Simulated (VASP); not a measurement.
WS3: single point with PBE

WS3, a sheet with vacuum:

```xyz
4
Lattice="3.4340 0.0000 0.0000 0.0000 3.4340 0.0000 0.0000 0.0000 32.4745" Properties=species:S:1:pos:R:3 pbc="T T T"
W     0.0000    0.0000    9.0000
S     3.4340    0.0000   11.2900
S     3.4340    0.0000    6.7100
S     1.7170    1.7170    9.0000
```

The cell was generated, and may not be a known phase.

```
Program                : VASP 6.6.1
Task                   : single point
Functional             : PBE
Potentials or basis    : VASP PAW PBE potentials, release 64 (W_sv, S)
Cutoff                 : 520 eV
k mesh                 : 14 × 14 × 1
Occupations            : gaussian, width 0.1 eV
Spin                   : no spin polarisation
Dipole correction      : yes
Further INCAR settings : ALGO = Normal; EDIFF = 1e-06; NBANDS = 24
```

- Largest force: 0.017 eV/Å
- Band gap on the k mesh: zero (bands 16 and 17 overlap by 0.59 eV)

Forces on the atoms (eV/Å):
```
W    0.000  0.000  0.000
S    0.000  0.000 -0.017
S    0.000  0.000  0.017
S    0.000  0.000  0.000
```

Levels at points of the mesh, in eV from the Fermi level:
| k point | band 12 | band 13 | band 14 | band 15 | band 16 | band 17 | band 18 | band 19 | band 20 | band 21 |
| --- | --- | --- | --- | --- | --- | --- | --- | --- | --- | --- |
| (0.00, 0.00, 0.00) | -2.95 | -1.75 | -1.75 | -1.35 | -0.60 | 0.37 | 0.37 | 2.15 | 2.15 | 2.44 |
| (0.50, 0.00, 0.00) | -2.50 | -1.37 | -1.36 | -0.84 | 0.44 | 0.70 | 2.03 | 2.41 | 5.14 | 5.93 |
| (0.50, 0.50, 0.00) | -3.25 | -2.46 | -1.50 | -1.50 | -0.79 | 0.65 | 0.65 | 0.67 | 1.34 | 2.39 |

Wall time 7.9 min on 1 thread of Intel Xeon 8259CL (shared host), peak memory 0.64 GiB.

Caveat: spin-orbit coupling is left out, which moves the levels of the heavy elements.
